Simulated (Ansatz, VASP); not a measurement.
**MgO in VASP and in Ansatz**

The input INCAR:

```
SYSTEM = MgO
PREC     = Accurate       ! precision mode
ENCUT    = 520            ! plane-wave cutoff, eV
EDIFF    = 1E-6           ! SCF threshold, eV
ISMEAR   = 0              ! smearing method
SIGMA    = 0.01           ! smearing width, eV
LREAL    = .FALSE.        ! projectors in reciprocal space
LASPH    = .TRUE.         ! aspherical terms in the spheres
NELM     = 80             ! most SCF steps
ALGO     = Normal         ! electronic algorithm
ISIF     = 2              ! what is computed and relaxed
LWAVE    = .FALSE.        ! write WAVECAR
LCHARG   = .FALSE.        ! write CHGCAR
GGA      = PE             ! functional
NBANDS   = 11             ! bands
```

File KPOINTS:

```
regular mesh
0
G
  8 8 8
  0 0 0
```

Contents of POSCAR:

```
MgO
1.0
    2.6055243121      0.0000000000      0.0000000000
    0.0000000000      2.6055243121      0.0000000000
    0.0000000000      0.0000000000      2.6055243121
Mg O
1 1
Direct
    0.0000000000      0.0000000000      0.0000000000
    0.5000000000      0.5000000000      0.5000000000
```

Input for Ansatz:

```yaml
crystal:
  lattice:
    - [2.6055243121, 0.0, 0.0]
    - [0.0, 2.6055243121, 0.0]
    - [0.0, 0.0, 2.6055243121]
  atoms:
    - { symbol: Mg, position: [0.0, 0.0, 0.0] }
    - { symbol: O, position: [0.5, 0.5, 0.5] }
kpoints:
  mp_grid: { grid: [8, 8, 8] }
hamiltonian:
  xc: pbe
scf:
  occupations: { method: fixed }
  n_extra_bands: 4
output:
  forces: true
  stress: true
  eigenvalues: true
```

Alike in both runs: task single point; functional PBE; k mesh 8 × 8 × 8; no spin polarisation.

```csv
,VASP,Ansatz
version,VASP 6.6.1,Ansatz 0.2.0
potentials or method,"VASP PAW PBE potentials, release 64 (Mg, O)","plane waves, PAW"
plane-wave cutoff (eV),520,420
occupations,"gaussian, width 0.01 eV",fixed
valence electrons in the cell,8,16
```

```tsv
	VASP	Ansatz	Ansatz less VASP
gap on the k mesh at the Fermi level (eV)	2.81	2.83	+0.019
pressure (GPa)	9.0	9.7	+0.75
```

VASP's potentials hold 8 valence electrons a cell and Ansatz's 16, so a difference there can come from the potentials and not from the codes.
